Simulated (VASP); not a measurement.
LiF: single point with PBEsol

Crystal: LiF.

```xyz
4
Lattice="3.0609 0.0000 0.0000 -1.5305 2.6509 0.0000 0.0000 0.0000 4.8073" Properties=species:S:1:pos:R:3 pbc="T T T"
Li    0.0000    1.7672    1.8323
Li    1.5305    0.8836    4.2360
F     0.0000    1.7672    5.0402
F     1.5305    0.8836    2.6366
```

This cell differs from its parent crystal: all F atoms moved +0.263 Å, as atom 3 along Cartesian [0 0 1].

```json
{
  "Program": "VASP 6.6.1",
  "Task": "single point",
  "Functional": "PBEsol",
  "Potentials or basis": "VASP PAW PBE potentials, release 64 (Li_sv, F)",
  "Cutoff": "520 eV",
  "k mesh": "9 × 9 × 6",
  "Occupations": "gaussian, width 0.05 eV",
  "Spin": "no spin polarisation"
}
```

| Item | Value |
| --- | --- |
| Largest force | 2.037 eV/Å |
| Band gap on the k mesh | 7.69 eV, direct |

Forces in eV/Å, atoms in the order of the input:
```
Li   0.000  0.000  2.037
Li   0.000  0.000  2.037
F    0.000  0.000 -2.037
F    0.000  0.000 -2.037
```

Levels at points of the mesh, in eV from the valence-band top:
```
           k point  band 7  band 8  band 9  band 10  band 11  band 12  band 13  band 14
(0.00, 0.00, 0.00)   -0.35   -0.32    0.00     0.00     7.69    12.03    14.98    18.82
(0.00, 0.00, 0.50)   -0.18   -0.18   -0.18    -0.18     9.22     9.22    18.14    18.14
```

Run time: 10 s on 1 thread of Intel(R) Xeon(R) 6975P-C (Granite Rapids), with other jobs on the host, peak memory 0.15 GiB.

Caveat: the cell differs from its parent crystal (all F atoms moved +0.263 Å, as atom 3 along Cartesian [0 0 1]); the PAW data sets were made with another functional, which shifts forces and pressure a little. A k mesh can miss the band edges.
